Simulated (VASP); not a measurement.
# BaS (P2_1/m) in VASP: single point with r2SCAN

Aim: the single point of BaS with r2SCAN.

Program: VASP 6.6.1. These are calculated values, not measurements. Logs are shortened: lines on timing, memory, paths and dates and some standing lists are left out, and cuts for length are marked.

### Step 1. The cell of the first run

Symmetry: P2_1/m, No. 11, monoclinic system. Conventional cell: a = 5.359 Å, b = 6.383 Å, c = 5.382 Å, α = 90.00°, β = 119.57°, γ = 90.00°. Within 4.1 Å of Ba (site symmetry m) lie 5 S at 3.11 to 3.19 Å. Within 4.1 Å of S (site symmetry m) lie 5 Ba at 3.11 to 3.19 Å.

### Step 2. Single point, r2SCAN (shear xy strain +1.0%)

POSCAR

```
BaS
1.0
    5.3818557578      0.0269092788      0.0000000000
   -2.6676237599      4.6473691664      0.0000000000
    0.0000000000      0.0000000000      6.3833224162
Ba S
2 2
Direct
    0.3318520630      0.6667061756     -0.0625000000
    0.6681479370      0.3332938244      0.4375000000
    0.3323359411      0.6666707321      0.4375000000
    0.6676640589      0.3333292679      0.9375000000
```

INCAR.step1

```
PREC = Accurate ; ENCUT = 520
ISMEAR = 0 ; SIGMA = 0.01
LREAL = F ; LASPH = T
NELM = 80 ; NBANDS = 24
GGA = PE ; ALGO = Normal
EDIFF = 1E-4 ; LWAVE = T
LCHARG = F
```

INCAR.step2

```
PREC = Accurate ; ENCUT = 520
EDIFF = 1E-6 ; ISMEAR = 0
SIGMA = 0.01 ; LREAL = F
LASPH = T ; NELM = 80
ALGO = Normal ; ISIF = 2
LWAVE = F ; LCHARG = F
METAGGA = R2SCAN ; LMIXTAU = T
NBANDS = 24 ; ISTART = 1
```

KPOINTS

```
regular mesh
0
Gamma
  6 6 4
```

Potentials or basis: VASP PAW PBE potentials, release 64 (Ba_sv, S).

Run with:

```sh
> cat potpaw_PBE.64/Ba_sv/POTCAR potpaw_PBE.64/S/POTCAR > POTCAR
> cp INCAR.step1 INCAR
> mpirun -np 1 vasp_std > vasp.out
> cp INCAR.step2 INCAR
> mpirun -np 1 vasp_std > vasp.out
```

OUTCAR:

```text
PREC = Accurate
   ENCUT = 520
   EDIFF = 1E-6
   ISMEAR = 0
   LREAL = F
   LASPH = T
   NELM = 80
   ISIF = 2
   METAGGA = R2SCAN
   ISTART = 1

 ion  position               nearest neighbor table
   1  0.332  0.667  0.938-   4 3.11   4 3.11   4 3.11   3 3.19   3 3.19   2 4.45   2 4.45   2 4.45
                             2 4.45   2 4.45   2 4.45
   2  0.668  0.333  0.438-   3 3.11   3 3.11   3 3.11   4 3.19   4 3.19   1 4.45   1 4.45   1 4.45
                             1 4.45   1 4.45   1 4.45
   3  0.332  0.667  0.438-   2 3.11   2 3.11   2 3.11   1 3.19   1 3.19
   4  0.668  0.333  0.938-   1 3.11   1 3.11   1 3.11   2 3.19   2 3.19

  Warning from LATTYP: Monoclinic adjustment (A1->A3, A2->A1, A3->A2)!
  LATTYP: Found a simple monoclinic cell.
 ALAT       =     5.3585685302
 B/A-ratio  =     1.1912364991
 C/A-ratio  =     1.0043583469
 COS(beta)  =    -0.4934813925

  Lattice vectors:

 A1 = (  -2.6676237599,   4.6473691664,   0.0000000000)
 A2 = (   0.0000000000,   0.0000000000,   6.3833224162)
 A3 = (   5.3818557578,   0.0269092788,   0.0000000000)

Analysis of symmetry for initial positions (statically):
=====================================================================
 Subroutine PRICEL returns:
 Original cell was already a primitive cell.

 Routine SETGRP: Setting up the symmetry group for a
 simple monoclinic supercell.

 Subroutine GETGRP returns: Found  4 space group operations
 (whereof  1 operations were pure point group operations)
 out of a pool of  4 trial point group operations.

The static configuration has the point symmetry C_1 .
 The point group associated with its full space group is C_2h.

Analysis of symmetry for dynamics (positions and initial velocities):
=====================================================================
 Subroutine PRICEL returns:
 Original cell was already a primitive cell.

 Routine SETGRP: Setting up the symmetry group for a
 simple monoclinic supercell.

 Subroutine GETGRP returns: Found  4 space group operations
 (whereof  1 operations were pure point group operations)
 out of a pool of  4 trial point group operations.

The dynamic configuration has the point symmetry C_1 .
 The point group associated with its full space group is C_2h.

 Subroutine INISYM returns: Found  4 space group operations
 (whereof  1 operations are pure point group operations),
 and found     1 'primitive' translations

----------------------------------------------------------------------------------------

                                     Primitive cell

  volume of cell :     160.1145

  direct lattice vectors                    reciprocal lattice vectors
     5.381855758  0.026909279  0.000000000     0.185277760  0.106350784  0.000000000
    -2.667623760  4.647369166  0.000000000    -0.001072799  0.214559709  0.000000000
     0.000000000  0.000000000  6.383322416     0.000000000  0.000000000  0.156658231

  length of vectors
     5.381923031  5.358568530  6.383322416     0.213631312  0.214562391  0.156658231

  position of ions in fractional coordinates (direct lattice)
     0.331852063  0.666706176  0.937500000
     0.668147937  0.333293824  0.437500000
     0.332335941  0.666670732  0.437500000
     0.667664059  0.333329268  0.937500000

  ion indices of the primitive-cell ions
   primitive index   ion index
                 1           1
                 2           2
                 3           3
                 4           4

----------------------------------------------------------------------------------------

 KPOINTS: regular mesh

Automatic generation of k-mesh.
 Grid dimensions read from file:
 generate k-points for:    6    6    4

 Generating k-lattice:

  Cartesian coordinates                     Fractional coordinates (reciprocal lattice)
     0.030879627  0.017725131  0.000000000     0.166666667  0.000000000  0.000000000
    -0.000178800  0.035759952  0.000000000     0.000000000  0.166666667  0.000000000
     0.000000000  0.000000000  0.039164558     0.000000000  0.000000000  0.250000000

  Length of vectors
     0.035605219  0.035760399  0.039164558

  Shift w.r.t. Gamma in fractional coordinates (k-lattice)
     0.000000000  0.000000000  0.000000000

 Subroutine IBZKPT returns following result:
 ===========================================

 Found     60 irreducible k-points:

 Following reciprocal coordinates:
            Coordinates               Weight
  0.000000  0.000000  0.000000      1.000000
  0.166667 -0.000000  0.000000      2.000000
  0.333333 -0.000000  0.000000      2.000000
  0.500000 -0.000000  0.000000      1.000000
 -0.000000  0.166667  0.000000      2.000000
  0.166667  0.166667  0.000000      2.000000
[... 16 lines left out ...]
  0.333333 -0.000000  0.250000      4.000000
  0.500000 -0.000000  0.250000      2.000000
 [... further k-points ...]
   k-points           NKPTS =     60   k-points in BZ     NKDIM =     60   number of bands    NBANDS=     24
   number of dos      NEDOS =    301   number of ions     NIONS =      4
   total plane-waves  NPLWV =  76800
   dimension x,y,z NGX =    40 NGY =   40 NGZ =   48
   dimension x,y,z NGXF=    80 NGYF=   80 NGZF=   96
   ions per type =               2   2
   NGX,Y,Z   is equivalent  to a cutoff of  12.36, 12.41, 12.50 a.u.
   NGXF,Y,Z  is equivalent  to a cutoff of  24.71, 24.82, 25.00 a.u.
 SYSTEM =  unknown system
   PREC   = accura    normal or accurate (medium, high low for compatibility)
   ISTART =      1    job   : 0-new  1-cont  2-samecut
   ICHARG =      0    charge: 1-file 2-atom 10-const
   ISPIN  =      1    spin polarized calculation?
   LNONCOLLINEAR =      F non collinear calculations
   LSORBIT =      F    spin-orbit coupling
   LASPH  =      T    aspherical Exc in radial PAW
   ENCUT  =  520.0 eV  38.22 Ry    6.18 a.u.  10.01  9.96 11.87*2*pi/ulx,y,z
   NELM   =     80;   NELMIN=  2; NELMDL=  0     # of ELM steps
   EDIFF  = 0.1E-05   stopping-criterion for ELM
   LREAL  =      F    real-space projection
   EDIFFG = 0.1E-04   stopping-criterion for IOM
   NSW    =      0    number of steps for IOM
   IBRION =     -1    ionic relax: 0-MD 1-quasi-New 2-CG
   NFREE  =      0    steps in history (QN), initial steepest desc. (CG)
   ISIF   =      2    stress and relaxation
   ISYM   =      2    0-nonsym 1-usesym 2-fastsym
   POTIM  = 0.5000    time-step for ionic-motion
   TEBEG  =    0.0;   TEEND  =   0.0 temperature during run
   PSTRESS=    0.0 pullay stress
   NELECT =      32.0000    total number of electrons
   NUPDOWN=      -1.0000    fix difference up-down
   EMIN   =  10.00;   EMAX   =-10.00  energy-range for DOS
   EFERMI =   0.00;   METHOD = LEGACY
   ISMEAR =     0;   SIGMA  =   0.01  broadening in eV -4-tet -1-fermi 0-gaus
   EFERMI_NEDOS =   21; number of points for ismear=-14 and -15
   IALGO  =     38    algorithm
   IMIX   =      4    mixing-type and parameters
     AMIX     =   0.40;   BMIX     =  1.00
     AMIX_MAG =   1.60;   BMIX_MAG =  1.00
  volume/ion in A,a.u.               =      40.03       270.13
  Fermi-wavevector in a.u.,A,eV,Ry     =   0.957153  1.808757 12.464861  0.916141
  Thomas-Fermi vector in A             =   2.086145
   LORBIT       =      0    0 simple, 1 ext, 2 COOP (PROOUT), +10 PAW based schemes
   METAGGA = R2SCAN    functional components
   LHFCALC =     F    Hartree Fock is set to
   AEXX    =    0.0000 exact exchange contribution
   IVDW    =     0    specifies the selected vdW correction
   LEPSILON=     F    determine dielectric tensor
   LRPA    =     F    only Hartree local field effects (RPA)
 non-spin polarized calculation
 Gauss-broadening in eV      SIGMA  =   0.01
  energy-cutoff  :      520.00
  volume of cell :      160.11
 maximum number of plane-waves:      4344
   NGX = 21   NGY = 19   NGZ = 23

 number of electron      31.9999998 magnetization

 Free energy of the ion-electron system (eV)
  ---------------------------------------------------
  ext. energy  EPLUGINS =         0.00000000
  ---------------------------------------------------
  free energy    TOTEN  =       -77.86678944 eV

  energy without entropy =      -77.86678944  energy(sigma->0) =      -77.86678944

 E-fermi :   0.2793     XC(G=0):  -7.9697

 val. band max:        0.2176105743   @ k =   0.0000   0.0000   0.0000
 cond. band min:       3.0392615524   @ k =   0.3333   0.3333   0.0000
 fundamental gap:      2.8216509780
 Fermi energy:         0.2792535479

 k-point     1 :       0.0000    0.0000    0.0000
  band No.  band energies     occupation
      1     -26.7916      2.00000
      2     -26.7375      2.00000
      3     -11.8378      2.00000
      4     -11.6837      2.00000
      5     -11.6824      2.00000
      6     -11.5289      2.00000
[... 16 lines left out ...]
     23       6.5901      0.00000
     24       7.1851      0.00000

 k-point     2 :       0.1667   -0.0000    0.0000
  band No.  band energies     occupation
      1     -26.7873      2.00000
      2     -26.7396      2.00000
      3     -11.8440      2.00000
      4     -11.8118      2.00000
      5     -11.7248      2.00000
      6     -11.6980      2.00000
[... 16 lines left out ...]
     23       6.6577      0.00000
     24       6.8988      0.00000

 k-point     3 :       0.3333   -0.0000    0.0000
  band No.  band energies     occupation
      1     -26.7768      2.00000
      2     -26.7455      2.00000
      3     -12.0812      2.00000
      4     -11.9967      2.00000
      5     -11.7450      2.00000
      6     -11.7271      2.00000
[... 16 lines left out ...]
     23       6.4655      0.00000
     24       6.5085      0.00000
[... 514 lines left out ...]
 k-point    23 :       0.3333   -0.0000    0.2500
  band No.  band energies     occupation
      1     -26.7719      2.00000
      2     -26.7499      2.00000
      3     -12.2553      2.00000
      4     -12.1817      2.00000
      5     -11.6983      2.00000
      6     -11.5974      2.00000
[... 16 lines left out ...]
     23       6.7746      0.00000
     24       7.1477      0.00000

 k-point    24 :       0.5000   -0.0000    0.2500
  band No.  band energies     occupation
      1     -26.7661      2.00000
      2     -26.7534      2.00000
      3     -12.3348      2.00000
      4     -12.2818      2.00000
      5     -11.7102      2.00000
      6     -11.5645      2.00000
[... 16 lines left out ...]
     23       7.0190      0.00000
     24       7.2095      0.00000

 [... further k-points ...]

------------------------ aborting loop because EDIFF is reached ----------------------------------------

  FORCE on cell =-STRESS in cart. coord.  units (eV):
  Direction    XX          YY          ZZ          XY          YZ          ZX
  --------------------------------------------------------------------------------------
  -------------------------------------------------------------------------------------
  Total        0.4059026      0.4094180      0.5008753     -0.0229578      0.0000000      0.0000000
  in kB        4.0616427      4.0968195      5.0119827     -0.2297259      0.0000000      0.0000000
  external PRESSURE =       4.3901483 kB  Pullay stress =       0.0000000 kB

 VOLUME and BASIS-vectors are now :
 -----------------------------------------------------------------------------
  energy-cutoff  :      520.00
  volume of cell :      160.11
      direct lattice vectors                 reciprocal lattice vectors
     5.381855758  0.026909279  0.000000000     0.185277760  0.106350784  0.000000000
    -2.667623760  4.647369166  0.000000000    -0.001072799  0.214559709  0.000000000
     0.000000000  0.000000000  6.383322416     0.000000000  0.000000000  0.156658231

 POSITION                                       TOTAL-FORCE (eV/Angst)
 -----------------------------------------------------------------------------------
      0.00746      3.10736      5.98436        -0.000471     -0.000355      0.000000
      2.70677      1.56692      2.79270         0.000471      0.000355     -0.000000
      0.01016      3.10721      2.79270        -0.002002     -0.000114      0.000000
      2.70407      1.56707      5.98436         0.002002      0.000114     -0.000000
 -----------------------------------------------------------------------------------
    total drift:                               -0.000000      0.000000      0.000000

  FREE ENERGIE OF THE ION-ELECTRON SYSTEM (eV)
  ---------------------------------------------------
  free  energy   TOTEN  =       -77.8667894378 eV

  energy  without entropy=      -77.8667894378  energy(sigma->0) =      -77.86678944
```

Run time: 15 min. Hardware: 1 thread of Intel Xeon 8259CL, shared host; peak memory 0.43 GiB.

Results:

```yaml
Free_energy: -77.8668 eV
Pressure: 0.4 GPa
Band_gap_on_the_k_mesh: 2.82 eV (least direct gap 2.97 eV)
```

Forces in eV/Å, atoms in the order of the input:
```
Ba   0.000  0.000  0.000
Ba   0.000  0.000  0.000
S   -0.002  0.000  0.000
S    0.002  0.000  0.000
```

Caveat: the cell differs from its parent crystal (shear xy strain +1.0%); the PAW data sets were made with another functional, which shifts forces and pressure a little; spin-orbit coupling is left out, which moves the levels of the heavy elements. A k mesh can miss the band edges.
